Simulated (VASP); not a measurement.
Set up this calculation in VASP 6.6.1, as the native input.

```
Task                   : single point
Functional             : PBE
Potentials or basis    : VASP PAW PBE potentials, release 64 (Ru_pv, S)
Cutoff                 : 520 eV
k mesh                 : 12 × 12 × 1
Occupations            : gaussian, width 0.1 eV
Spin                   : no spin polarisation
Dipole correction      : yes
Further INCAR settings : ALGO = Normal; EDIFF = 1e-07; NBANDS = 39
```

The structure of Ru4S lies in POSCAR:

```
Ru4S
1.0
    2.7197977462      0.0000000000      0.0000000000
   -1.3598988731      2.3554139414      0.0000000000
    0.0000000000      0.0000000000     21.8663388879
Ru S
4 1
Direct
    0.6666666667      0.3333333333      0.1829295714
    0.3333333333      0.6666666667      0.2811778374
    0.6666666667      0.3333333333      0.3790816285
    0.3333333333      0.6666666667      0.4740774823
    0.6666666667      1.3333333333      0.5551792282
```

These files were run (other wordings do the same):

INCAR

```
PREC = Accurate
ENCUT = 520
EDIFF = 1E-7
ISMEAR = 0
SIGMA = 0.1
LREAL = F
LASPH = T
NELM = 100
ALGO = Normal
ISIF = 2
LWAVE = F
LCHARG = F
LDIPOL = T
IDIPOL = 3
DIPOL = 0.5 0.5 0.374
GGA = PE
NBANDS = 39
```

KPOINTS

```
Automatic mesh
0
Gamma
  12 12 1
```

Potentials or basis: VASP PAW PBE potentials, release 64 (Ru_pv, S).

Command:

```console
$ cat potpaw_PBE.64/Ru_pv/POTCAR potpaw_PBE.64/S/POTCAR > POTCAR
$ mpirun -np 1 vasp_std > vasp.out
```

It gave:

- Largest force: 1.469 eV/Å
- Band gap on the k mesh: zero (bands 31 and 32 overlap by 2.04 eV)

Run time: 3.8 min on 1 thread of Oxide Virtual Turin-like Processor, on a shared host, peak memory 0.25 GiB.
